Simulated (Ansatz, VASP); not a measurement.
Ce: VASP beside Ansatz

INCAR

```
SYSTEM = Ce
PREC     = Accurate       ! precision mode
ENCUT    = 500            ! plane-wave cutoff, eV
EDIFF    = 1E-6           ! SCF threshold, eV
ISMEAR   = -1             ! smearing method
SIGMA    = 0.1            ! smearing width, eV
LREAL    = .False.        ! projectors in reciprocal space
LASPH    = .True.         ! aspherical terms in the spheres
NELM     = 200            ! most SCF steps
ALGO     = Normal         ! electronic algorithm
ISIF     = 2              ! what is computed and relaxed
LWAVE    = .False.        ! write WAVECAR
LCHARG   = .True.         ! write CHGCAR
LELF     = .True.         ! ELF
LVHAR    = .True.       
NBANDS   = 12             ! bands
GGA_COMPAT= .False.      
LMAXMIX  = 6              ! l up to which the mixer works
```

KPOINTS

```
regular mesh
0
Gamma
  6 6 6
  0 0 0
```

File POSCAR:

```
Ce
1.0
    0.0000000000      2.2649297842      2.2649297842
    2.2649297842      0.0000000000      2.2649297842
    2.2649297842      2.2649297842      0.0000000000
Ce
1
Direct
    0.0000000000      0.0000000000      0.0000000000
```

Input for Ansatz:

```yaml
crystal:
  lattice:
    - [0.0, 2.2649297842, 2.2649297842]
    - [2.2649297842, 0.0, 2.2649297842]
    - [2.2649297842, 2.2649297842, 0.0]
  atoms:
    - { symbol: Ce, position: [0.0, 0.0, 0.0] }
hamiltonian:
  xc: lda
  pseudopotentials:
    kind: paw
    azcp:
      Ce: "pseudopotentials/Ce.paw.azcp"
basis:
  ecutwfc: 420
  fft_grid_basis: typed
kpoints:
  mp_grid: { grid: [6, 6, 6], shift: [0, 0, 0] }
magnetization:
  spin_polarized: false
scf:
  occupations: { method: fermi_dirac, width: 0.1 }
  lower_state_search: "off"
output:
  stress: true
  write_density: true
  write_potential: true
  elf: true
  volumetric_format: npy
```

Alike in both runs: task single point; functional LDA; k mesh 6 × 6 × 6; occupations fermi-dirac, width 0.1 eV; no spin polarisation.

```csv
,VASP,Ansatz
version,VASP 6.6.1,Ansatz 0.2.0
potentials or method,"VASP PAW LDA potentials, release 64 (Ce), cutoff 500 eV","plane waves (420 eV) with PAW, scalar-relativistic"
valence electrons in the cell,12,12
```

|  | VASP | Ansatz | Ansatz less VASP |
| --- | --- | --- | --- |
| pressure (GPa) | -0.4 | 0.2 | +0.65 |

Ansatz warns that its potentials were made for another functional, while VASP's fit it. LDA's correlation is that of Perdew and Zunger in VASP and of Perdew and Wang (1992) in Ansatz.

The k mesh is coarse, so the values compare programs but aren't converged. Spin-orbit coupling is off throughout.
